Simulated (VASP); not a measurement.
## TeW: relaxation of cell and atoms with PBE

TeW:

```
Te W
1.0
     3.27798    0.00000    0.00000
    -1.63899    2.83881    0.00000
     0.00000    0.00000    9.22292
Te W
2 2
Cartesian
  0.0000 1.8925 9.6155
  1.6390 0.9463 5.0040
  0.0000 1.8925 3.1315
  1.6390 0.9463 7.7430
```

| Quantity | Value |
| --- | --- |
| Program | VASP 6.6.1 |
| Task | relaxation of cell and atoms |
| Functional | PBE |
| Potentials or basis | VASP PAW PBE potentials, release 64 (Te, W_sv) |
| Cutoff | 600 eV |
| k mesh | 18 × 18 × 6 |
| Occupations | gaussian, width 0.1 eV |
| Spin | no spin polarisation |
| Dipole correction | no |
| Further INCAR settings | ALGO = Normal; EDIFF = 1e-06; IBRION = 2; EDIFFG = -0.01; NSW = 100; ISIF = 3 |

```
Pressure after relaxing      : 0.0 GPa
Largest force after relaxing : 0.005 eV/Å
Band gap on the k mesh       : zero (bands 20 and 21 overlap by 0.19 eV)
```

Forces in eV/Å, atoms in the order of the input:
```
Te   0.000  0.000 -0.005
Te   0.000  0.000 -0.005
W    0.000  0.000  0.005
W    0.000  0.000  0.005
```

Final structure:
```
CELL_PARAMETERS angstrom
3.27798 0.00000 0.00000
-1.63899 2.83881 0.00000
0.00000 0.00000 9.22292
ATOMIC_POSITIONS crystal
Te 0.33333 0.66667 0.04257
Te 0.66667 0.33333 0.54257
W 0.33333 0.66667 0.33953
W 0.66667 0.33333 0.83953
```

Levels at points of the mesh, in eV from the Fermi level:
| k point | band 17 | band 18 | band 19 | band 20 | band 21 | band 22 | band 23 | band 24 |
| --- | --- | --- | --- | --- | --- | --- | --- | --- |
| (0.00, 0.00, 0.00) | -1.26 | -1.26 | -0.02 | -0.02 | 0.41 | 0.41 | 2.12 | 3.13 |
| (0.50, 0.00, 0.00) | -2.15 | -1.68 | -1.17 | -0.51 | 1.35 | 2.29 | 2.44 | 2.46 |
| (0.00, 0.00, 0.50) | -1.38 | -1.38 | 0.16 | 0.16 | 0.16 | 0.16 | 3.36 | 3.36 |
| (0.50, 0.00, 0.50) | -2.22 | -2.22 | -0.42 | -0.42 | 2.06 | 2.06 | 2.37 | 2.37 |

It took 2.7 min on 1 thread of Intel(R) Xeon(R) 6975P-C (Granite Rapids) (shared host), peak memory 0.48 GiB.

Caveat: the relaxation stopped at its first step, so nothing moved; spin-orbit coupling is left out, which moves the levels of the heavy elements.
